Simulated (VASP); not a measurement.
Here is a VASP 6.6.1 calculation.

INCAR

```
  PREC = Accurate
  ENCUT = 520
  EDIFF = 1E-6
  ISMEAR = -1
  SIGMA = 0.05
  LREAL = F
  LASPH = T
  NELM = 100
  ALGO = Normal
  ISIF = 2
  LWAVE = F
  LCHARG = F
  GGA = CA
  NBANDS = 12
```

The input KPOINTS:

```
Automatic mesh
0
Gamma
  16 16 16
```

File POSCAR:

```
Hg
1.0
   -1.7804886812      1.7804886812      1.7804886812
    1.7804886812     -1.7804886812      1.7804886812
    1.7804886812      1.7804886812     -1.7804886812
Hg
1
Direct
    0.0000000000      0.0000000000      0.0000000000
```

Potentials or basis: VASP PAW LDA potentials, release 64 (Hg).

Run with:

```console
$ cat potpaw_LDA.64/Hg/POTCAR > POTCAR
$ mpirun -np 1 vasp_std > vasp.out
```

(1) Estimate the pressure.

(2) Estimate the band gap on the k mesh.

Results:

(1) 0.6 GPa.

(2) zero (bands 6 and 7 overlap by 4.72 eV).

Caveat: spin-orbit coupling is left out, which moves the levels of the heavy elements.
